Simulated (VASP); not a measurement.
# AlGa3N4 (Cm) in VASP: further runs, part 2 of 3

VASP 6.6.1.

## Step 4: Single point, r2SCAN (all Ga atoms moved -0.100 Å, as atom 2 along Cartesian [1 -1 0])

Contents of POSCAR:

```
AlGa3N4
1.0
    4.4653444522      0.0000000000      0.0000000000
    0.0000000000      4.4653444522      0.0000000000
    0.0000000000      0.0000000000      4.4653444522
Al Ga N
1 3 4
Direct
    0.0000000000      0.0000000000      0.0000000000
    0.4841645636      0.5158354364      0.0000000000
    0.4841645636      0.0158354364      0.5000000000
   -0.0158354364      0.5158354364      0.5000000000
    0.7553510553      0.7553510553      0.2446489447
    0.7553510553      0.2446489447      0.7553510553
    0.2446489447      0.7553510553      0.7553510553
    0.2446489447      0.2446489447      0.2446489447
```

Contents of INCAR.step1:

```
ALGO = Normal
EDIFF = 1E-4
ENCUT = 520
GGA = PE
ISMEAR = 0
LASPH = True
LCHARG = False
LREAL = False
LWAVE = True
NBANDS = 41
NELM = 60
PREC = Accurate
SIGMA = 0.05
```

Contents of INCAR.step2:

```
ALGO = Normal
EDIFF = 1E-7
ENCUT = 520
ISIF = 2
ISMEAR = 0
ISTART = 1
LASPH = True
LCHARG = False
LMIXTAU = True
LREAL = False
LWAVE = False
METAGGA = R2SCAN
NBANDS = 41
NELM = 60
PREC = Accurate
SIGMA = 0.05
```

Contents of KPOINTS:

```
k-points
0
Gamma
  6 6 6
```

Potentials or basis: VASP PAW PBE potentials, release 64 (Al, Ga_d, N).

Run with:

```bash
cat potpaw_PBE.64/Al/POTCAR potpaw_PBE.64/Ga_d/POTCAR potpaw_PBE.64/N/POTCAR > POTCAR
cp INCAR.step1 INCAR
mpirun -np 1 vasp_std > vasp.out
cp INCAR.step2 INCAR
mpirun -np 1 vasp_std > vasp.out
```

OUTCAR:

```text
EDIFF = 1E-7
   ENCUT = 520
   ISIF = 2
   ISMEAR = 0
   ISTART = 1
   LASPH = True
   LREAL = False
   METAGGA = R2SCAN
   NELM = 60
   PREC = Accurate

 ion  position               nearest neighbor table
   1  0.000  0.000  0.000-   5 1.89   6 1.89   7 1.89   8 1.89   2 3.06   3 3.11   4 3.11   3 3.11
                             4 3.11
   2  0.484  0.516  0.000-   7 1.87   5 1.95   8 1.95   6 2.03   1 3.06
   3  0.484  0.016  0.500-   8 1.87   7 1.95   6 1.95   5 2.03   1 3.11   1 3.11
   4  0.984  0.516  0.500-   5 1.87   7 1.95   6 1.95   8 2.03   1 3.11   1 3.11
   5  0.755  0.755  0.245-   4 1.87   1 1.89   2 1.95   3 2.03
   6  0.755  0.245  0.755-   1 1.89   3 1.95   4 1.95   2 2.03
   7  0.245  0.755  0.755-   2 1.87   1 1.89   3 1.95   4 1.95
   8  0.245  0.245  0.245-   3 1.87   1 1.89   2 1.95   4 2.03

  LATTYP: Found a simple cubic cell.
 ALAT       =     4.4653444522

  Lattice vectors:

 A1 = (   4.4653444522,   0.0000000000,   0.0000000000)
 A2 = (   0.0000000000,   4.4653444522,   0.0000000000)
 A3 = (   0.0000000000,   0.0000000000,   4.4653444522)

Analysis of symmetry for initial positions (statically):
=====================================================================
 Subroutine PRICEL returns:
 Original cell was already a primitive cell.

 Routine SETGRP: Setting up the symmetry group for a
 simple cubic supercell.

 Subroutine GETGRP returns: Found  2 space group operations
 (whereof  2 operations were pure point group operations)
 out of a pool of 48 trial point group operations.

The static configuration has the point symmetry C_1h.

Analysis of symmetry for dynamics (positions and initial velocities):
=====================================================================
 Subroutine PRICEL returns:
 Original cell was already a primitive cell.

 Routine SETGRP: Setting up the symmetry group for a
[... 135 lines left out ...]
   IALGO  =     38    algorithm
   IMIX   =      4    mixing-type and parameters
     AMIX     =   0.40;   BMIX     =  1.00
     AMIX_MAG =   1.60;   BMIX_MAG =  1.00
  volume/ion in A,a.u.               =      11.13        75.11
  Fermi-wavevector in a.u.,A,eV,Ry     =   1.451055  2.742096 28.647877  2.105560
  Thomas-Fermi vector in A             =   2.568596
   LORBIT       =      0    0 simple, 1 ext, 2 COOP (PROOUT), +10 PAW based schemes
   METAGGA = R2SCAN    functional components
   LHFCALC =     F    Hartree Fock is set to
   AEXX    =    0.0000 exact exchange contribution
   IVDW    =     0    specifies the selected vdW correction
   LEPSILON=     F    determine dielectric tensor
   LRPA    =     F    only Hartree local field effects (RPA)
 non-spin polarized calculation
 Gauss-broadening in eV      SIGMA  =   0.05
  energy-cutoff  :      520.00
  volume of cell :       89.04
 maximum number of plane-waves:      2440
 NGX is ok and might be reduce to    36
   NGX = 17   NGY = 17   NGZ = 17

 number of electron      61.9999971 magnetization

 Free energy of the ion-electron system (eV)
  ---------------------------------------------------
  ext. energy  EPLUGINS =         0.00000000
  ---------------------------------------------------
  free energy    TOTEN  =       -84.64015527 eV

  energy without entropy =      -84.64015527  energy(sigma->0) =      -84.64015527

 E-fermi :   5.6410     XC(G=0): -12.3805

 val. band max:        5.3586690336   @ k =   0.0000   0.0000   0.0000
 cond. band min:       7.9748634040   @ k =   0.0000   0.0000   0.0000
 fundamental gap:      2.6161943704
 Fermi energy:         5.6410318215

 k-point     1 :       0.0000    0.0000    0.0000
  band No.  band energies     occupation
      1     -11.3622      2.00000
      2     -10.0893      2.00000
      3      -9.9620      2.00000
      4      -9.7570      2.00000
      5      -8.3579      2.00000
      6      -8.3369      2.00000
[... 1045 lines left out ...]
     40      15.7523      0.00000
     41      16.0595      0.00000

 [... further k-points ...]
[... 5 lines left out ...]
  --------------------------------------------------------------------------------------
  -------------------------------------------------------------------------------------
  Total        0.7350118      0.7350118      1.0992874     -0.5996676     -1.9526260      1.9527173
  in kB       13.2263488     13.2263488     19.7813964    -10.7908650    -35.1370055     35.1386483
  external PRESSURE =      15.4113647 kB  Pullay stress =       0.0000000 kB

 VOLUME and BASIS-vectors are now :
 -----------------------------------------------------------------------------
  energy-cutoff  :      520.00
  volume of cell :       89.04
      direct lattice vectors                 reciprocal lattice vectors
     4.465344452  0.000000000  0.000000000     0.223946889  0.000000000  0.000000000
     0.000000000  4.465344452  0.000000000     0.000000000  0.223946889  0.000000000
     0.000000000  0.000000000  4.465344452     0.000000000  0.000000000  0.223946889

 POSITION                                       TOTAL-FORCE (eV/Angst)
 -----------------------------------------------------------------------------------
      0.00000      0.00000      0.00000        -0.410294      0.410294      0.010352
      2.16196      2.30338      0.00000         1.287187     -1.287187      0.273397
      2.16196      0.07071      2.23267         1.282939     -0.644679      0.273012
      4.39463      2.30338      2.23267         0.644679     -1.282939      0.273012
      3.37290      3.37290      1.09244        -0.803568      0.890160     -0.306841
      3.37290      1.09244      3.37290        -0.408687      0.408687      0.196405
      1.09244      3.37290      3.37290        -0.702095      0.702095     -0.412496
      1.09244      1.09244      1.09244        -0.890160      0.803568     -0.306841
 -----------------------------------------------------------------------------------
    total drift:                                0.014941     -0.014940     -0.005753

  FREE ENERGIE OF THE ION-ELECTRON SYSTEM (eV)
  ---------------------------------------------------
  free  energy   TOTEN  =       -84.6401552687 eV

  energy  without entropy=      -84.6401552687  energy(sigma->0) =      -84.64015527
```

It took 13 min on 1 thread of Intel Xeon Platinum 8275CL at 3.00GHz (Skylake/Cascade Lake), shared host; peak memory 0.35 GiB.

Results:

| Quantity | Value |
| --- | --- |
| Free energy | -84.6402 eV |
| Pressure | 1.5 GPa |
| Largest force | 1.841 eV/Å |
| Band gap on the k mesh | 2.62 eV |

Forces in eV/Å, atoms in the order of the input:
```
Al  -0.410  0.410  0.010
Ga   1.287 -1.287  0.273
Ga   1.283 -0.645  0.273
Ga   0.645 -1.283  0.273
N   -0.804  0.890 -0.307
N   -0.409  0.409  0.196
N   -0.702  0.702 -0.412
N   -0.890  0.804 -0.307
```

Levels at points of the mesh, in eV from the valence-band top:
```csv
k point,band 27,band 28,band 29,band 30,band 31,band 32,band 33,band 34,band 35,band 36
"(0.00, 0.00, 0.00)",-2.60,-2.55,-0.35,-0.15,0.00,2.62,3.50,3.73,4.00,6.95
"(0.50, 0.00, 0.00)",-3.03,-1.74,-1.70,-1.53,-1.16,5.19,5.43,6.48,6.71,8.18
"(0.00, 0.00, 0.50)",-3.02,-1.70,-1.65,-1.36,-1.34,5.24,5.34,6.59,6.67,8.21
"(0.50, 0.50, 0.00)",-3.00,-1.24,-1.13,-1.06,-0.75,7.13,7.28,7.33,7.74,7.81
"(0.00, 0.50, 0.50)",-3.07,-1.30,-1.16,-1.13,-0.65,7.12,7.29,7.32,7.66,7.91
"(0.50, 0.50, 0.50)",-1.13,-1.09,-0.83,-0.62,-0.57,5.29,5.38,5.50,6.76,9.42
```

Caveat: the cell differs from its parent crystal (all Ga atoms moved -0.100 Å, as atom 2 along Cartesian [1 -1 0]); the PAW data sets were made with another functional, which shifts forces and pressure a little.

[end of part 2 of 3]
